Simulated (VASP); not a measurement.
# HfN (I4/mmm) in VASP: notebook, part 2 of 2

VASP 6.6.1.

**3. Electric field gradients, PBE (z stretched by +2 % at fixed volume)**

The input, INCAR:

```
SYSTEM = HfN
  PREC = Accurate
  ENCUT = 520
  EDIFF = 1E-8
  ISMEAR = -1
  SIGMA = 0.01
  LREAL = .False.
  LASPH = .True.
  NELM = 120
  ALGO = Normal
  ISIF = 2
  LWAVE = .False.
  LCHARG = .False.
  GGA = PE
  LEFG = .True.
  NBANDS = 14
  GGA_COMPAT = .False.
```

The input, KPOINTS:

```
Automatic mesh
0
Gamma
  10 10 10
  0 0 0
```

The input, POSCAR:

```
HfN
1.0
    0.0000000000      2.2367432996      2.3041800000
    2.2367432996      0.0000000000      2.3041800000
    2.2367432996      2.2367432996      0.0000000000
Hf N
1 1
Direct
    0.0000000000      0.0000000000      0.0000000000
    0.5000000000      0.5000000000      0.5000000000
```

Potentials or basis: VASP PAW PBE potentials, release 64 (Hf_pv, N).

Launch:

```bash
> cat potpaw_PBE.64/Hf_pv/POTCAR potpaw_PBE.64/N/POTCAR > POTCAR
> mpirun -np 1 vasp_std > vasp.out
```

OUTCAR:

```text
SYSTEM = HfN
   PREC = Accurate
   ENCUT = 520
   EDIFF = 1E-8
   ISMEAR = -1
   LREAL = .False.
   LASPH = .True.
   NELM = 120
   ISIF = 2
   GGA = PE

 ion  position               nearest neighbor table
   1  0.000  0.000  0.000-   2 2.24   2 2.24   2 2.24   2 2.24   2 2.30   2 2.30
   2  0.500  0.500  0.500-   1 2.24   1 2.24   1 2.24   1 2.24   1 2.30   1 2.30

  LATTYP: Found a body centered tetragonal cell.
 ALAT       =     3.1632327098
 C/A-ratio  =     1.4568513994

  Lattice vectors:

 A1 = (  -2.2367432996,   0.0000000000,   2.3041800000)
 A2 = (   2.2367432996,   0.0000000000,   2.3041800000)
 A3 = (   0.0000000000,   2.2367432996,  -2.3041800000)

Analysis of symmetry for initial positions (statically):
=====================================================================
 Subroutine PRICEL returns:
 Original cell was already a primitive cell.

 Routine SETGRP: Setting up the symmetry group for a
 body centered tetragonal supercell.

 Subroutine GETGRP returns: Found 16 space group operations
 (whereof 16 operations were pure point group operations)
 out of a pool of 16 trial point group operations.

The static configuration has the point symmetry D_4h.

Analysis of symmetry for dynamics (positions and initial velocities):
=====================================================================
 Subroutine PRICEL returns:
 Original cell was already a primitive cell.

 Routine SETGRP: Setting up the symmetry group for a
 body centered tetragonal supercell.

 Subroutine GETGRP returns: Found 16 space group operations
 (whereof 16 operations were pure point group operations)
[... 554 lines left out ...]
      6       3.8353      2.00000
      7       4.3509      2.00000
      8       5.9784      2.00000
      9      12.5522      0.00000
     10      12.9250      0.00000
     11      13.0262      0.00000
     12      13.3493      0.00000
     13      17.0586      0.00000
     14      19.4680      0.00000

 [... further k-points ...]

------------------------ aborting loop because EDIFF is reached ----------------------------------------

  FORCE on cell =-STRESS in cart. coord.  units (eV):
  Direction    XX          YY          ZZ          XY          YZ          ZX
  --------------------------------------------------------------------------------------
  -------------------------------------------------------------------------------------
  Total        1.1604053      1.1604053     -0.7741050      0.0000000     -0.0000000      0.0000000
  in kB       80.6383425     80.6383425    -53.7937444      0.0000000     -0.0000000      0.0000000
  external PRESSURE =      35.8276469 kB  Pullay stress =       0.0000000 kB

 VOLUME and BASIS-vectors are now :
 -----------------------------------------------------------------------------
  energy-cutoff  :      520.00
  volume of cell :       23.06
      direct lattice vectors                 reciprocal lattice vectors
     0.000000000  2.236743300  2.304180000    -0.223539286  0.223539286  0.216996936
     2.236743300  0.000000000  2.304180000     0.223539286 -0.223539286  0.216996936
     2.236743300  2.236743300  0.000000000     0.223539286  0.223539286 -0.216996936

 POSITION                                       TOTAL-FORCE (eV/Angst)
 -----------------------------------------------------------------------------------
      0.00000      0.00000      0.00000         0.000000     -0.000000     -0.000000
      2.23674      2.23674      2.30418        -0.000000      0.000000      0.000000
 -----------------------------------------------------------------------------------
    total drift:                                0.000000     -0.000000     -0.000000

  FREE ENERGIE OF THE ION-ELECTRON SYSTEM (eV)
  ---------------------------------------------------
  free  energy   TOTEN  =       -21.7295132208 eV

  energy  without entropy=      -21.7292440681  energy(sigma->0) =      -21.72937864

 Electric field gradients (V/A^2)
---------------------------------------------------------------------
 ion       V_xx      V_yy      V_zz      V_xy      V_xz      V_yz
---------------------------------------------------------------------
   1     -54.397   -54.397   108.795    -0.001    -0.000    -0.000
   2      -5.056    -5.056    10.112     0.002     0.001     0.001
---------------------------------------------------------------------

 Electric field gradients after diagonalization (V/A^2)
 (convention: |V_zz| > |V_xx| > |V_yy|)
----------------------------------------------------------------------
 ion       V_xx      V_yy      V_zz     asymmetry (V_yy - V_xx)/ V_zz
----------------------------------------------------------------------
   1     -54.398   -54.396   108.795       0.000
   2      -5.058    -5.055    10.112       0.000
----------------------------------------------------------------------

           NMR quadrupolar parameters

 Cq : quadrupolar parameter    Cq=e*Q*V_zz/h
 eta: asymmetry parameters     (V_yy - V_xx)/ V_zz
 Q  : nuclear electric quadrupole moment in mb (millibarn)
----------------------------------------------------------------------
 ion       Cq(MHz)       eta       Q (mb)
----------------------------------------------------------------------
   1       0.263       0.000       1.000
   2       0.024       0.000       1.000
----------------------------------------------------------------------
```

OSZICAR:

```text
N       E                     dE             d eps       ncg     rms          rms(c)
DAV:   1     0.380697068441E+02    0.38070E+02   -0.77641E+03  2856   0.101E+03
DAV:   2    -0.227314181660E+02   -0.60801E+02   -0.56877E+02  3810   0.236E+02
DAV:   3    -0.247329464144E+02   -0.20015E+01   -0.19922E+01  3224   0.349E+01
DAV:   4    -0.247402249641E+02   -0.72785E-02   -0.72777E-02  3446   0.247E+00
DAV:   5    -0.247402681599E+02   -0.43196E-04   -0.43196E-04  3236   0.163E-01    0.493E+01
DAV:   6    -0.218361116927E+02    0.29042E+01   -0.82560E+00  3144   0.222E+01    0.418E+01
DAV:   7    -0.217572858232E+02    0.78826E-01   -0.45726E-01  3534   0.604E+00    0.267E+01
DAV:   8    -0.217349574210E+02    0.22328E-01   -0.10511E-01  3294   0.284E+00    0.609E+00
DAV:   9    -0.217295758099E+02    0.53816E-02   -0.13037E-02  3300   0.948E-01    0.193E+00
DAV:  10    -0.217295467241E+02    0.29086E-04   -0.89225E-04  3774   0.284E-01    0.428E-01
DAV:  11    -0.217295147587E+02    0.31965E-04   -0.65952E-05  3458   0.801E-02    0.985E-02
DAV:  12    -0.217295134157E+02    0.13430E-05   -0.67372E-06  3750   0.220E-02    0.168E-02
DAV:  13    -0.217295132474E+02    0.16833E-06   -0.14248E-07  3264   0.362E-03    0.340E-03
DAV:  14    -0.217295131982E+02    0.49213E-07   -0.91294E-09  2766   0.895E-04    0.196E-03
DAV:  15    -0.217295132162E+02   -0.18073E-07   -0.97573E-10  1824   0.329E-04    0.270E-04
DAV:  16    -0.217295132208E+02   -0.45679E-08   -0.12497E-10  1686   0.103E-04
   1 F= -.21729513E+02 E0= -.21729379E+02  d E =-.269153E-03
```

stdout:

```text
POSCAR found type information on POSCAR HfN
 POSCAR found :  2 types and       2 ions
 scaLAPACK will be used
 LDA part: xc-table for (Slater+PW92), standard interpolation
 POSCAR, INCAR and KPOINTS ok, starting setup
 FFT: planning ... GRIDC
 FFT: planning ... GRID_SOFT
 FFT: planning ... GRID
 WAVECAR not read
 entering main loop
ion   1

ion   2
```

Run time: 72 s. Hardware: 1 thread of AMD EPYC, shared host; peak memory 0.13 GiB.

What came out:

```yaml
Free_energy: -21.7295 eV
Pressure: 3.6 GPa
Band_gap_on_the_k_mesh: zero (an odd number of electrons rules out a gap without spin polarisation)
Largest_electric_field_gradient_by_atom: Hf +108.8; N +10.1 V/Å²
```

Electric field gradients, principal values (V/Å²):
| atom | least | middle | greatest (by size) |
| --- | --- | --- | --- |
| 1 Hf | -54.396 | -54.398 | 108.795 |
| 2 N | -5.055 | -5.058 | 10.112 |

Caveat: the stress differs along the axes, from -5 to 8 GPa; without QUAD_EFG the Cq values of the log hold for a quadrupole moment of 1 mb, not for the nuclei; spin-orbit coupling is left out, which moves the levels of the heavy elements.
